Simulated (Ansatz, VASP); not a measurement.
SnTe: VASP beside Ansatz

Contents of INCAR:

```
ALGO = Normal ; EDIFF = 1E-8
ENCUT = 520 ; GGA = PS
ISIF = 2 ; ISMEAR = -1
LASPH = T ; LCHARG = F
LEFG = T ; LREAL = F
LWAVE = F ; NBANDS = 17
NELM = 60 ; PREC = Accurate
SIGMA = 0.08
```

File KPOINTS:

```
k-points
0
Gamma
  11 11 11
```

The input POSCAR:

```
SnTe
1.0
    0.0000000000      3.1138393650      3.1138393650
    3.1138393650      0.0000000000      3.1138393650
    3.1138393650      3.1138393650      0.0000000000
Sn Te
1 1
Direct
    0.0000000000      0.0000000000      0.0000000000
    0.5000000000      0.5000000000      0.5000000000
```

Input for Ansatz:

```yaml
crystal:
  lattice:
    - [0.0, 3.113839365, 3.113839365]
    - [3.113839365, 0.0, 3.113839365]
    - [3.113839365, 3.113839365, 0.0]
  atoms:
    - { symbol: Sn, position: [0.0, 0.0, 0.0] }
    - { symbol: Te, position: [0.5, 0.5, 0.5] }
kpoints:
  mp_grid: { grid: [11, 11, 11] }
scf:
  occupations: { method: fermi_dirac, width: 0.08 }
hamiltonian:
  xc: pbesol
  pseudopotentials: { kind: all_electron, datasets: crystal }
output:
  forces: true
  stress: true
  eigenvalues: true
  efg: { contact_densities: true }
```

Change from the starting cell: volume scaled by 0.96, crystal datasets.

Alike in both runs: task electric field gradients; functional PBEsol; k mesh 11 × 11 × 11; occupations fermi-dirac, width 0.08 eV; no spin polarisation.

```csv
,VASP,Ansatz
version,VASP 6.6.1,Ansatz 0.2.0
potentials or method,"VASP PAW PBE potentials, release 64 (Sn_d, Te), cutoff 520 eV","all-electron PAW with datasets made for the crystal, scalar-relativistic"
```

```csv
,VASP,Ansatz,Ansatz less VASP
pressure (GPa),1.5,1.5,-0.01
```

VASP's potentials were made for PBE, not for PBEsol. Ansatz ran all-electron here, and VASP with PAW potentials.

Spin-orbit coupling is off throughout.
